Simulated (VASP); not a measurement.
# Co (P6_3/mmc) in VASP: a series of runs

Runs on Co. Level: PBE. Tasks: single point.

Everything below comes from runs of VASP 6.6.1. Logs are shortened: lines on timing, memory, paths and dates and some standing lists are left out, and cuts for length are marked.

### 1 The cell of the first run

Symmetry: P6_3/mmc, No. 194, hexagonal system. Conventional cell: a = 2.507 Å, b = 2.507 Å, c = 4.070 Å, α = 90.00°, β = 90.00°, γ = 120.00°. Co (site symmetry -6m2) has 12 Co at 2.50 to 2.51 Å within 3.3 Å.

### 2 Single point, PBE, collinear spin, antiferromagnetic start

INCAR

```
PREC = Accurate
ENCUT = 520
EDIFF = 1E-7
ISMEAR = -1
SIGMA = 0.1
LREAL = F
LASPH = T
NELM = 150
ALGO = Normal
ISIF = 2
LWAVE = F
LCHARG = F
ISPIN = 2
MAGMOM = 1.8 -1.8
LORBIT = 11
LMAXMIX = 4
GGA = PE
NBANDS = 20
```

KPOINTS

```
Automatic mesh
0
Gamma
  14 14 7
```

POSCAR

```
Co
1.0
    2.5074000000      0.0000000000      0.0000000000
   -1.2537000000      2.1714721000      0.0000000000
    0.0000000000      0.0000000000      4.0699000000
Co
2
Direct
    0.3333333333      0.6666666667      0.2500000000
    0.6666666667      0.3333333333      0.7500000000
```

Potentials or basis: VASP PAW PBE potentials, release 64 (Co).

Started as:

```console
cat potpaw_PBE.64/Co/POTCAR > POTCAR
mpirun -np 1 vasp_std > vasp.out
```

OUTCAR:

```text
PREC = Accurate
   ENCUT = 520
   EDIFF = 1E-7
   ISMEAR = -1
   LREAL = F
   LASPH = T
   NELM = 150
   ISIF = 2
   ISPIN = 2
   LORBIT = 11
   GGA = PE

 ion  position               nearest neighbor table
   1  0.333  0.667  0.250-   2 2.50   2 2.50   2 2.50   2 2.50   2 2.50   2 2.50
   2  0.667  0.333  0.750-   1 2.50   1 2.50   1 2.50   1 2.50   1 2.50   1 2.50

  LATTYP: Found a hexagonal cell.
 ALAT       =     2.5074000000
 C/A-ratio  =     1.6231554598

  Lattice vectors:

 A1 = (   2.5074000000,   0.0000000000,   0.0000000000)
 A2 = (  -1.2537000000,   2.1714721000,   0.0000000000)
 A3 = (   0.0000000000,   0.0000000000,   4.0699000000)

Analysis of symmetry for initial positions (statically):
=====================================================================
 Subroutine PRICEL returns:
 Original cell was already a primitive cell.

 Routine SETGRP: Setting up the symmetry group for a
 hexagonal supercell.

 Subroutine GETGRP returns: Found 24 space group operations
 (whereof 12 operations were pure point group operations)
 out of a pool of 24 trial point group operations.

The static configuration has the point symmetry D_3d.
 The point group associated with its full space group is D_6h.

Analysis of symmetry for dynamics (positions and initial velocities):
=====================================================================
 Subroutine PRICEL returns:
 Original cell was already a primitive cell.

 Routine SETGRP: Setting up the symmetry group for a
 hexagonal supercell.

 Subroutine GETGRP returns: Found 24 space group operations
 (whereof 12 operations were pure point group operations)
 out of a pool of 24 trial point group operations.

The dynamic configuration has the point symmetry D_3d.
 The point group associated with its full space group is D_6h.

Analysis of structural, dynamic, and magnetic symmetry:
=====================================================================
 Subroutine PRICEL returns:
 Original cell was already a primitive cell.

 Routine SETGRP: Setting up the symmetry group for a
 hexagonal supercell.

 Subroutine GETGRP returns: Found 24 space group operations
 (whereof 12 operations were pure point group operations)
 out of a pool of 24 trial point group operations.

The overall configuration has the point symmetry D_3d.
 The point group associated with its full space group is D_6h.

 Subroutine INISYM returns: Found 24 space group operations
 (whereof 12 operations are pure point group operations),
 and found     1 'primitive' translations

----------------------------------------------------------------------------------------

                                     Primitive cell

  volume of cell :      22.1596

  direct lattice vectors                    reciprocal lattice vectors
     2.507400000  0.000000000  0.000000000     0.398819494  0.230258542  0.000000000
    -1.253700000  2.171472100  0.000000000     0.000000000  0.460517084  0.000000000
     0.000000000  0.000000000  4.069900000     0.000000000  0.000000000  0.245706283

  length of vectors
     2.507400000  2.507400002  4.069900000     0.460517085  0.460517084  0.245706283

  position of ions in fractional coordinates (direct lattice)
     0.333333333  0.666666667  0.250000000
     0.666666667  0.333333333  0.750000000

  ion indices of the primitive-cell ions
   primitive index   ion index
                 1           1
                 2           2

----------------------------------------------------------------------------------------

 KPOINTS: Automatic mesh

Automatic generation of k-mesh.
 Grid dimensions read from file:
 generate k-points for:   14   14    7

 Generating k-lattice:

  Cartesian coordinates                     Fractional coordinates (reciprocal lattice)
     0.028487107  0.016447039  0.000000000     0.071428571 -0.000000000  0.000000000
     0.000000000  0.032894077  0.000000000     0.000000000  0.071428571  0.000000000
     0.000000000  0.000000000  0.035100898     0.000000000  0.000000000  0.142857143

  Length of vectors
     0.032894077  0.032894077  0.035100898

  Shift w.r.t. Gamma in fractional coordinates (k-lattice)
     0.000000000  0.000000000  0.000000000

 Subroutine IBZKPT returns following result:
 ===========================================

 Found     96 irreducible k-points:

 Following reciprocal coordinates:
            Coordinates               Weight
  0.000000  0.000000  0.000000      1.000000
  0.071429  0.000000  0.000000      6.000000
  0.142857  0.000000  0.000000      6.000000
  0.214286  0.000000  0.000000      6.000000
  0.285714  0.000000  0.000000      6.000000
  0.357143  0.000000  0.000000      6.000000
[... 16 lines left out ...]
  0.285714  0.285714  0.000000      6.000000
  0.357143  0.285714  0.000000      6.000000
 [... further k-points ...]
   k-points           NKPTS =     96   k-points in BZ     NKDIM =     96   number of bands    NBANDS=     20
   number of dos      NEDOS =    301   number of ions     NIONS =      2
   total plane-waves  NPLWV =  12000
   dimension x,y,z NGX =    20 NGY =   20 NGZ =   30
   dimension x,y,z NGXF=    40 NGYF=   40 NGZF=   60
   ions per type =               2
   NGX,Y,Z   is equivalent  to a cutoff of  13.26, 13.26, 12.25 a.u.
   NGXF,Y,Z  is equivalent  to a cutoff of  26.52, 26.52, 24.51 a.u.
 SYSTEM =  unknown system
   PREC   = accura    normal or accurate (medium, high low for compatibility)
   ISTART =      0    job   : 0-new  1-cont  2-samecut
   ICHARG =      2    charge: 1-file 2-atom 10-const
   ISPIN  =      2    spin polarized calculation?
   LNONCOLLINEAR =      F non collinear calculations
   LSORBIT =      F    spin-orbit coupling
   LASPH  =      T    aspherical Exc in radial PAW
   ENCUT  =  520.0 eV  38.22 Ry    6.18 a.u.   4.66  4.66  7.57*2*pi/ulx,y,z
   NELM   =    150;   NELMIN=  2; NELMDL= -5     # of ELM steps
   EDIFF  = 0.1E-06   stopping-criterion for ELM
   LREAL  =      F    real-space projection
   EDIFFG = 0.1E-05   stopping-criterion for IOM
   NSW    =      0    number of steps for IOM
   IBRION =     -1    ionic relax: 0-MD 1-quasi-New 2-CG
   NFREE  =      0    steps in history (QN), initial steepest desc. (CG)
   ISIF   =      2    stress and relaxation
   ISYM   =      2    0-nonsym 1-usesym 2-fastsym
   POTIM  = 0.5000    time-step for ionic-motion
   TEBEG  =    0.0;   TEEND  =   0.0 temperature during run
   PSTRESS=    0.0 pullay stress
   NELECT =      18.0000    total number of electrons
   NUPDOWN=      -1.0000    fix difference up-down
   EMIN   =  10.00;   EMAX   =-10.00  energy-range for DOS
   EFERMI =   0.00;   METHOD = LEGACY
   ISMEAR =    -1;   SIGMA  =   0.10  broadening in eV -4-tet -1-fermi 0-gaus
   EFERMI_NEDOS =   21; number of points for ismear=-14 and -15
   IALGO  =     38    algorithm
   IMIX   =      4    mixing-type and parameters
     AMIX     =   0.40;   BMIX     =  1.00
     AMIX_MAG =   1.60;   BMIX_MAG =  1.00
  volume/ion in A,a.u.               =      11.08        74.77
  Fermi-wavevector in a.u.,A,eV,Ry     =   1.527490  2.886538 31.745475  2.333227
  Thomas-Fermi vector in A             =   2.635379
   LORBIT       =     11    0 simple, 1 ext, 2 COOP (PROOUT), +10 PAW based schemes
   GGA     = PE    functional components
   LHFCALC =     F    Hartree Fock is set to
   AEXX    =    0.0000 exact exchange contribution
   IVDW    =     0    specifies the selected vdW correction
   LEPSILON=     F    determine dielectric tensor
   LRPA    =     F    only Hartree local field effects (RPA)
 spin polarized calculation
  energy-cutoff  :      520.00
  volume of cell :       22.16
 maximum number of plane-waves:       615
 NGX is ok and might be reduce to    20
   NGX =  9   NGY =  9   NGZ = 15

 number of electron      18.0000002 magnetization      -0.0000000

 number of electron      18.0000002 magnetization       0.0000000

 Free energy of the ion-electron system (eV)
  ---------------------------------------------------
  ext. energy  EPLUGINS =         0.00000000
  ---------------------------------------------------
  free energy    TOTEN  =       -13.67209605 eV

  energy without entropy =      -13.49605119  energy(sigma->0) =      -13.58407362

 E-fermi :   9.9206     XC(G=0): -13.2933

 val. band max:        9.9168476537   @ k =   0.1429   0.1429   0.4286
 cond. band min:       9.9218942347   @ k =   0.2857   0.2857   0.4286
 fundamental gap:      0.0050465810
 Fermi energy:         9.9205931997

 spin component 1

 k-point     1 :       0.0000    0.0000    0.0000
  band No.  band energies     occupation
      1       1.1656      1.00000
      2       5.3392      1.00000
      3       7.8684      1.00000
      4       7.8684      1.00000
      5       8.1139      1.00000
      6       8.6490      1.00000
[... 12 lines left out ...]
     19      35.6890      0.00000
     20      35.6890      0.00000

 k-point     2 :       0.0714    0.0000    0.0000
  band No.  band energies     occupation
      1       1.3425      1.00000
      2       5.4510      1.00000
      3       7.7520      1.00000
      4       7.9481      1.00000
      5       8.2038      1.00000
      6       8.4317      1.00000
[... 12 lines left out ...]
     19      37.4374      0.00000
     20      37.5965      0.00000

 k-point     3 :       0.1429    0.0000    0.0000
  band No.  band energies     occupation
      1       1.8612      1.00000
      2       5.7486      1.00000
      3       7.5322      1.00000
      4       7.8331      1.00000
      5       8.1763      1.00000
      6       8.3250      1.00000
[... 12 lines left out ...]
     19      36.2498      0.00000
     20      38.5685      0.00000

 k-point     4 :       0.2143    0.0000    0.0000
  band No.  band energies     occupation
      1       2.6796      1.00000
      2       6.0930      1.00000
      3       7.2168      1.00000
      4       7.3348      1.00000
      5       8.2916      1.00000
      6       8.3282      1.00000
[... 429 lines left out ...]
 k-point    23 :       0.2857    0.2857    0.0000
  band No.  band energies     occupation
      1       6.2989      1.00000
      2       6.3606      1.00000
      3       6.6497      1.00000
      4       6.8161      1.00000
      5       7.4657      1.00000
      6       8.2977      1.00000
[... 12 lines left out ...]
     19      27.0942      0.00000
     20      41.8507      0.00000

 k-point    24 :       0.3571    0.2857    0.0000
  band No.  band energies     occupation
      1       6.2988      1.00000
      2       6.4649      1.00000
      3       6.6597      1.00000
      4       6.8902      1.00000
      5       7.4240      1.00000
      6       8.2622      1.00000
[... 12 lines left out ...]
     19      26.6398      0.00000
     20      42.2867      0.00000

 [... further k-points ...]

 spin component 2

 k-point     1 :       0.0000    0.0000    0.0000
  band No.  band energies     occupation
      1       1.1656      1.00000
      2       5.3392      1.00000
      3       7.8684      1.00000
      4       7.8684      1.00000
      5       8.1139      1.00000
      6       8.6490      1.00000
[... 12 lines left out ...]
     19      35.6890      0.00000
     20      35.6890      0.00000

 k-point     2 :       0.0714    0.0000    0.0000
  band No.  band energies     occupation
      1       1.3425      1.00000
      2       5.4510      1.00000
      3       7.7520      1.00000
      4       7.9481      1.00000
      5       8.2038      1.00000
      6       8.4317      1.00000
[... 12 lines left out ...]
     19      37.4374      0.00000
     20      37.5965      0.00000

 k-point     3 :       0.1429    0.0000    0.0000
  band No.  band energies     occupation
      1       1.8612      1.00000
      2       5.7486      1.00000
      3       7.5322      1.00000
      4       7.8331      1.00000
      5       8.1763      1.00000
      6       8.3250      1.00000
[... 12 lines left out ...]
     19      36.2498      0.00000
     20      38.5687      0.00000

 k-point     4 :       0.2143    0.0000    0.0000
  band No.  band energies     occupation
      1       2.6796      1.00000
      2       6.0930      1.00000
      3       7.2168      1.00000
      4       7.3348      1.00000
      5       8.2916      1.00000
      6       8.3282      1.00000
[... 429 lines left out ...]
 k-point    23 :       0.2857    0.2857    0.0000
  band No.  band energies     occupation
      1       6.2989      1.00000
      2       6.3606      1.00000
      3       6.6497      1.00000
      4       6.8161      1.00000
      5       7.4657      1.00000
      6       8.2977      1.00000
[... 12 lines left out ...]
     19      27.0942      0.00000
     20      41.8507      0.00000

 k-point    24 :       0.3571    0.2857    0.0000
  band No.  band energies     occupation
      1       6.2988      1.00000
      2       6.4649      1.00000
      3       6.6597      1.00000
      4       6.8902      1.00000
      5       7.4240      1.00000
      6       8.2622      1.00000
[... 12 lines left out ...]
     19      26.6398      0.00000
     20      42.2867      0.00000

 [... further k-points ...]
[... 5 lines left out ...]
  --------------------------------------------------------------------------------------
  -------------------------------------------------------------------------------------
  Total       -1.4571383     -1.4571383     -1.3797228      0.0000000      0.0000000      0.0000000
  in kB     -105.3536895   -105.3536898    -99.7564075      0.0000000      0.0000000      0.0000000
  external PRESSURE =    -103.4879289 kB  Pullay stress =       0.0000000 kB

 VOLUME and BASIS-vectors are now :
 -----------------------------------------------------------------------------
  energy-cutoff  :      520.00
  volume of cell :       22.16
      direct lattice vectors                 reciprocal lattice vectors
     2.507400000  0.000000000  0.000000000     0.398819494  0.230258542  0.000000000
    -1.253700000  2.171472100  0.000000000     0.000000000  0.460517084  0.000000000
     0.000000000  0.000000000  4.069900000     0.000000000  0.000000000  0.245706283

 POSITION                                       TOTAL-FORCE (eV/Angst)
 -----------------------------------------------------------------------------------
     -0.00000      1.44765      1.01747         0.000000      0.000000      0.000000
      1.25370      0.72382      3.05242         0.000000     -0.000000      0.000000
 -----------------------------------------------------------------------------------
    total drift:                                0.000000      0.000000     -0.000000

  FREE ENERGIE OF THE ION-ELECTRON SYSTEM (eV)
  ---------------------------------------------------
  free  energy   TOTEN  =       -13.6720960451 eV

  energy  without entropy=      -13.4960511895  energy(sigma->0) =      -13.58407362

 total charge

# of ion       s       p       d       tot
------------------------------------------
    1        0.475   0.500   7.257   8.232
    2        0.475   0.500   7.257   8.232
--------------------------------------------------
tot          0.950   1.000  14.514  16.464

 magnetization (x)

# of ion       s       p       d       tot
------------------------------------------
    1        0.001   0.006   0.922   0.928
    2       -0.001  -0.006  -0.922  -0.928
--------------------------------------------------
tot          0.000   0.000   0.000   0.000
```

Run time: 1.7 min. Hardware: 1 thread of AMD EPYC 7R43 (Zen 3), shared host; peak memory 0.14 GiB.

What came out:

```yaml
Free_energy: -13.6721 eV
Pressure: -10.3 GPa
Band_gap_on_the_k_mesh: zero (filled and empty bands overlap)
Net_moment: 0.00 μB per cell
Site_moments: Co +0.93, -0.93 μB
Valence_electrons_inside_the_program's_atomic_spheres: Co 8.23
```

Levels at points of the mesh, in eV from the Fermi level:
Spin up:
| k point | band 5 | band 6 | band 7 | band 8 | band 9 | band 10 | band 11 | band 12 | band 13 | band 14 |
| --- | --- | --- | --- | --- | --- | --- | --- | --- | --- | --- |
| (0.00, 0.00, 0.00) | -1.81 | -1.27 | -1.27 | -1.06 | -1.06 | -0.12 | 0.24 | 0.24 | 6.61 | 21.75 |
| (0.50, 0.00, 0.00) | -2.02 | -1.70 | -1.34 | -0.23 | 0.37 | 0.83 | 1.78 | 3.73 | 9.69 | 10.34 |
Spin down:
```tsv
k point	band 6	band 7	band 8	band 9	band 10	band 11	band 12	band 13
(0.00, 0.00, 0.00)	-1.27	-1.27	-1.06	-1.06	-0.12	0.24	0.24	6.61
(0.50, 0.00, 0.00)	-1.70	-1.34	-0.23	0.37	0.83	1.78	3.73	9.69
```

(Continued in part 2 of 2.)
